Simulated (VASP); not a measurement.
# CdSe (F-43m) in VASP: settings compared, part 3 of 3

VASP 6.6.1. Earlier steps stand in the parts before.

## Step 5: Single point, r2SCAN

This run uses another cell than the first one, of 28.94 Å³/atom.

Contents of POSCAR:

```
CdSe
1.0
    0.0000000000      3.0702712000      3.0702712000
    3.0702712000      0.0000000000      3.0702712000
    3.0702712000      3.0702712000      0.0000000000
Cd Se
1 1
Direct
    0.0000000000      0.0000000000      0.0000000000
    0.7500000000      0.7500000000      0.7500000000
```

Contents of INCAR.step1:

```
PREC = Accurate
ENCUT = 550
ISMEAR = 0
SIGMA = 0.01
LREAL = F
LASPH = T
NELM = 120
NBANDS = 16
GGA = PE
ALGO = Normal
EDIFF = 1E-5
LWAVE = T
LCHARG = F
GGA_COMPAT = F
```

Contents of INCAR.step2:

```
PREC = Accurate
ENCUT = 550
EDIFF = 1E-6
ISMEAR = 0
SIGMA = 0.01
LREAL = F
LASPH = T
NELM = 120
ALGO = Normal
ISIF = 2
LWAVE = F
LCHARG = T
METAGGA = R2SCAN
LMIXTAU = T
LELF = T
LVHAR = T
NBANDS = 16
ISTART = 1
GGA_COMPAT = F
```

Contents of KPOINTS:

```
regular mesh
0
Gamma
  8 8 8
```

Potentials or basis: VASP PAW PBE potentials, release 64 (Cd, Se).

Command:

```
> cat potpaw_PBE.64/Cd/POTCAR potpaw_PBE.64/Se/POTCAR > POTCAR
> cp INCAR.step1 INCAR
> mpirun -np 1 vasp_std > vasp.out
> cp INCAR.step2 INCAR
> mpirun -np 1 vasp_std > vasp.out
```

OUTCAR:

```text
PREC = Accurate
   ENCUT = 550
   EDIFF = 1E-6
   ISMEAR = 0
   LREAL = F
   LASPH = T
   NELM = 120
   ISIF = 2
   METAGGA = R2SCAN
   ISTART = 1

 ion  position               nearest neighbor table
   1  0.000  0.000  0.000-   2 2.66   2 2.66   2 2.66   2 2.66
   2  0.750  0.750  0.750-   1 2.66   1 2.66   1 2.66   1 2.66

  LATTYP: Found a face centered cubic cell.
 ALAT       =     6.1405424000

  Lattice vectors:

 A1 = (   0.0000000000,   3.0702712000,   3.0702712000)
 A2 = (   3.0702712000,   0.0000000000,   3.0702712000)
 A3 = (   3.0702712000,   3.0702712000,   0.0000000000)

Analysis of symmetry for initial positions (statically):
=====================================================================
 Subroutine PRICEL returns:
 Original cell was already a primitive cell.

 Routine SETGRP: Setting up the symmetry group for a
 face centered cubic supercell.

 Subroutine GETGRP returns: Found 24 space group operations
 (whereof 24 operations were pure point group operations)
 out of a pool of 48 trial point group operations.

The static configuration has the point symmetry T_d .

[... 159 lines left out ...]
  energy without entropy =      -35.91606096  energy(sigma->0) =      -35.91606096

 E-fermi :   0.4619     XC(G=0):  -9.2914

 val. band max:        0.4193819889   @ k =   0.0000   0.0000   0.0000
 cond. band min:       1.4412193668   @ k =   0.0000   0.0000   0.0000
 fundamental gap:      1.0218373779
 Fermi energy:         0.4618698117

 k-point     1 :       0.0000    0.0000    0.0000
  band No.  band energies     occupation
      1     -12.4385      2.00000
      2      -7.6558      2.00000
      3      -7.6558      2.00000
      4      -7.6558      2.00000
      5      -7.2859      2.00000
      6      -7.2859      2.00000
[... 433 lines left out ...]
      3      -7.5044      2.00000
      4      -7.3034      2.00000
      5      -7.2702      2.00000
      6      -6.9203      2.00000
[... 8 lines left out ...]
     15      12.5938      0.00000
     16      13.5936      0.00000

 [... further k-points ...]

------------------------ aborting loop because EDIFF is reached ----------------------------------------

  FORCE on cell =-STRESS in cart. coord.  units (eV):
  Direction    XX          YY          ZZ          XY          YZ          ZX
  --------------------------------------------------------------------------------------
  -------------------------------------------------------------------------------------
  Total        0.0142937      0.0142937      0.0142937      0.0000000      0.0000000      0.0000000
  in kB        0.3956349      0.3956349      0.3956349      0.0000000      0.0000000      0.0000000
  external PRESSURE =       0.3956349 kB  Pullay stress =       0.0000000 kB

 VOLUME and BASIS-vectors are now :
 -----------------------------------------------------------------------------
  energy-cutoff  :      550.00
  volume of cell :       57.88
      direct lattice vectors                 reciprocal lattice vectors
     0.000000000  3.070271200  3.070271200    -0.162852063  0.162852063  0.162852063
     3.070271200  0.000000000  3.070271200     0.162852063 -0.162852063  0.162852063
     3.070271200  3.070271200  0.000000000     0.162852063  0.162852063 -0.162852063

 POSITION                                       TOTAL-FORCE (eV/Angst)
 -----------------------------------------------------------------------------------
      0.00000      0.00000      0.00000        -0.000000     -0.000000     -0.000000
      4.60541      4.60541      4.60541         0.000000      0.000000      0.000000
 -----------------------------------------------------------------------------------
    total drift:                               -0.000000     -0.000000     -0.000000

  FREE ENERGIE OF THE ION-ELECTRON SYSTEM (eV)
  ---------------------------------------------------
  free  energy   TOTEN  =       -35.9160609592 eV

  energy  without entropy=      -35.9160609592  energy(sigma->0) =      -35.91606096
```

OUTCAR.step1:

```text
PREC = Accurate
   ENCUT = 550
   ISMEAR = 0
   LREAL = F
   LASPH = T
[... 677 lines left out ...]
 -----------------------------------------------------------------------------------
      0.00000      0.00000      0.00000        -0.000000      0.000000     -0.000000
      4.60541      4.60541      4.60541         0.000000     -0.000000      0.000000
 -----------------------------------------------------------------------------------
    total drift:                               -0.000000     -0.000000     -0.000000

  FREE ENERGIE OF THE ION-ELECTRON SYSTEM (eV)
  ---------------------------------------------------
  free  energy   TOTEN  =        -5.4902996839 eV

  energy  without entropy=       -5.4902996839  energy(sigma->0) =       -5.49029968
```

OSZICAR.step1:

```text
N       E                     dE             d eps       ncg     rms          rms(c)
DAV:   1     0.113008585286E+03    0.11301E+03   -0.91329E+03   944   0.106E+03
DAV:   2    -0.143805016652E+01   -0.11445E+03   -0.10759E+03  1104   0.254E+02
DAV:   3    -0.584973815724E+01   -0.44117E+01   -0.44033E+01  1136   0.516E+01
DAV:   4    -0.586956855555E+01   -0.19830E-01   -0.19830E-01  1144   0.345E+00
DAV:   5    -0.586969127300E+01   -0.12272E-03   -0.12272E-03  1136   0.236E-01    0.586E+00
DAV:   6    -0.551040669471E+01    0.35928E+00   -0.54895E-01  1360   0.868E+00    0.468E+00
DAV:   7    -0.548906698960E+01    0.21340E-01   -0.14049E-01  1080   0.249E+00    0.204E+00
DAV:   8    -0.548998722456E+01   -0.92023E-03   -0.13028E-02  1064   0.138E+00    0.244E-01
DAV:   9    -0.549018109998E+01   -0.19388E-03   -0.13901E-03  1128   0.474E-01    0.464E-02
DAV:  10    -0.549025003477E+01   -0.68935E-04   -0.15544E-04  1192   0.154E-01    0.435E-02
DAV:  11    -0.549029992398E+01   -0.49889E-04   -0.81801E-05  1112   0.571E-02    0.164E-02
DAV:  12    -0.549029968392E+01    0.24005E-06   -0.19125E-06   840   0.167E-02
   1 F= -.54902997E+01 E0= -.54902997E+01  d E =-.569113E-56
```

Run time: 88 s. Hardware: 1 thread of Intel Xeon Platinum 8375C at 2.90GHz (Ice Lake), shared host; peak memory 0.22 GiB.

What came out:

```yaml
Free_energy: -35.9161 eV
Pressure: 0.0 GPa
Band_gap_on_the_k_mesh: 1.02 eV
```

Levels at points of the mesh, in eV from the valence-band top:
```
           k point  band 6  band 7  band 8  band 9  band 10  band 11  band 12  band 13
(0.00, 0.00, 0.00)   -7.71    0.00    0.00    0.00     1.02     6.47     6.47     6.47
(0.50, 0.00, 0.00)   -7.42   -4.26   -0.72   -0.72     2.82     6.92     6.92     7.73
(0.50, 0.50, 0.00)   -7.36   -3.95   -1.79   -1.79     3.51     4.13     9.55    10.79
```

Caveat: the PAW data sets were made with another functional, which shifts forces and pressure a little.

## Step 6: Single point, LDA

This run uses another cell than the first one, of 28.94 Å³/atom.

Contents of INCAR:

```
  PREC = Accurate
  ENCUT = 520
  EDIFF = 1E-7
  ISMEAR = 0
  SIGMA = 0.01
  LREAL = False
  LASPH = True
  NELM = 100
  ALGO = Normal
  ISIF = 2
  LWAVE = False
  LCHARG = False
  NBANDS = 16
```

KPOINTS is that of step 5.

Contents of POSCAR:

```
CdSe
1.0
    0.0000000000      3.0702711986      3.0702711986
    3.0702711986      0.0000000000      3.0702711986
    3.0702711986      3.0702711986      0.0000000000
Cd Se
1 1
Direct
    0.0000000000      0.0000000000      0.0000000000
    0.2500000000      0.2500000000      0.2500000000
```

Potentials or basis: VASP PAW LDA potentials, release 64 (Cd, Se).

Command:

```
> cat potpaw_LDA.64/Cd/POTCAR potpaw_LDA.64/Se/POTCAR > POTCAR
> mpirun -np 1 vasp_std > vasp.out
```

Run time: 7.9 s. Hardware: 1 thread of Intel Xeon 6975P-C (Granite Rapids), shared host; peak memory 0.16 GiB.

Results (log left out):

```
Free energy            : -6.7316 eV
Pressure               : -2.9 GPa
Band gap on the k mesh : 0.30 eV
```

Levels at points of the mesh, in eV from the valence-band top:
| k point | band 7 | band 8 | band 9 | band 10 | band 11 | band 12 |
| --- | --- | --- | --- | --- | --- | --- |
| (0.00, 0.00, 0.00) | 0.00 | 0.00 | 0.00 | 0.30 | 5.79 | 5.79 |
| (0.50, 0.00, 0.00) | -4.31 | -0.72 | -0.72 | 2.16 | 6.31 | 6.31 |
| (0.50, 0.50, 0.00) | -4.04 | -1.79 | -1.79 | 2.99 | 3.58 | 8.74 |

## Step 7: The runs side by side

```csv
level,potentials or basis,cell,k mesh,cutoff (eV),smearing,grid for exact exchange (PRECFOCK),share of exact exchange,gap on the mesh (eV),pressure (GPa)
r2SCANh,"VASP PAW PBE potentials, release 64 (Cd, Se)","a = 4.313 Å, angles 60.0°, 2 atoms",4 × 4 × 4,520,fermi-dirac 0.05 eV,Normal,0.1,1.63,1.0
r2SCANh,"VASP PAW PBE potentials, release 64 (Cd, Se)","a = 4.342 Å, angles 60.0°, 2 atoms",4 × 4 × 4,520,fermi-dirac 0.05 eV,Normal,0.1,1.58,-0.1
r2SCANh,"VASP PAW PBE potentials, release 64 (Cd, Se)","a = 4.371 Å, angles 60.0°, 2 atoms",4 × 4 × 4,520,fermi-dirac 0.05 eV,Normal,0.1,1.53,-1.1
r2SCAN,"VASP PAW PBE potentials, release 64 (Cd, Se)","a = 4.342 Å, angles 60.0°, 2 atoms",8 × 8 × 8,550,gaussian 0.01 eV,-,-,1.02,0.0
LDA,"VASP PAW LDA potentials, release 64 (Cd, Se)","a = 4.342 Å, angles 60.0°, 2 atoms",8 × 8 × 8,520,gaussian 0.01 eV,-,-,0.30,-2.9
```

Alike in all rows: task single point; no spin polarisation.

Caveats: some runs use coarse meshes; the PAW data sets were made with another functional, which shifts forces and pressure a little (at least some runs).

Total energies depend on the potentials used, so only differences within one code and one set of settings carry meaning.
